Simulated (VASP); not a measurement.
The system is ZnCdF4.

```
Zn Cd F
1.0
     3.76200    0.00000    0.00000
     0.00000    3.76200    0.00000
     0.00000    0.00000    6.24949
Zn Cd F
1 1 4
Direct
  0.00000 0.00000 0.00000
  0.50000 0.50000 0.50000
  0.00000 0.00000 0.69598
  0.50000 0.00000 0.00000
  0.00000 0.50000 0.00000
  0.00000 0.00000 0.30402
```

| Property | Result |
| --- | --- |
| Program | VASP 6.6.1 |
| Task | relaxation of cell and atoms |
| Functional | PBE |
| Potentials or basis | VASP PAW PBE potentials, release 64 (Zn, Cd, F) |
| Cutoff | 600 eV |
| k mesh | 4 × 4 × 4 |
| Occupations | gaussian, width 0.1 eV |
| Spin | no spin polarisation |

At the start: pressure 4.8 GPa; volume 14.74 Å³/atom.

Problem. Where does the relaxation end?

Solution. Over 10 steps the energy falls by 67.7 meV/atom and the volume is 15.50 Å³/atom (+5.1 %); space group P4/mmm (No. 123, to 0.05 Å).

Step by step:
```
step  energy change (eV)  largest force (eV/Å)  pressure (GPa)  volume (Å³)
   1              0.0000                2.0010            4.85        88.45
   2             -0.3259                0.2306           -1.46        94.24
   3             -0.3294                0.0534           -2.06        95.06
   4             -0.3889                0.0040           -0.28        92.98
   5             -0.3984                0.0191            0.82        91.91
   6             -0.3984                0.0213            0.77        91.83
   7             -0.3983                0.0246            1.06        91.66
   8             -0.3984                0.0223            0.92        91.76
   9             -0.4050                0.0005            0.27        92.68
  10             -0.4060                0.0093            0.30        92.98
```

Final structure:
```
Zn Cd F
1.0
     3.70244    0.00000    0.00000
     0.00000    3.70244    0.00000
     0.00000    0.00000    6.78280
Zn Cd F
1 1 4
Direct
  0.00000 0.00000 0.00000
  0.50000 0.50000 0.50000
  0.00000 0.00000 0.67446
  0.50000 0.00000 0.00000
  0.00000 0.50000 0.00000
  0.00000 0.00000 0.32554
```

Caveat: the k points lie up to 0.42 Å⁻¹ apart in the final cell.
